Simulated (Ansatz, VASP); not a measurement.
Rh: VASP beside Ansatz

```
Rh
1.0
     2.75210    0.00000    0.00000
    -1.37605    2.38339    0.00000
     0.00000    0.00000    4.17460
Rh
2
Direct
  0.66667 0.33333 0.75000
  0.33333 0.66667 0.25000
```

Alike in both runs: task single point; functional PBE; k mesh 18 × 18 × 10; occupations gaussian, width 0.15 eV; no spin polarisation.

|  | VASP | Ansatz |
| --- | --- | --- |
| version | VASP 6.6.1 | Ansatz 0.2.0 |
| potentials or method | VASP PAW PBE potentials, release 64 (Rh_pv), cutoff 520 eV | scalar-relativistic, plane waves, PAW |
| valence electrons in the cell | 30 | 34 |

```csv
,VASP,Ansatz,Ansatz less VASP
gap on the k mesh at the Fermi level (eV),none,none,-
pressure (GPa),9.7,9.7,0.00
"traceless stress, the component that is largest in VASP (GPa)",11.58,11.58,-0.001
```

A gap of «none» marks a metal or a gap that the smearing closes. VASP's potentials hold 30 valence electrons a cell and Ansatz's 34, so a difference there can come from the potentials and not from the codes.
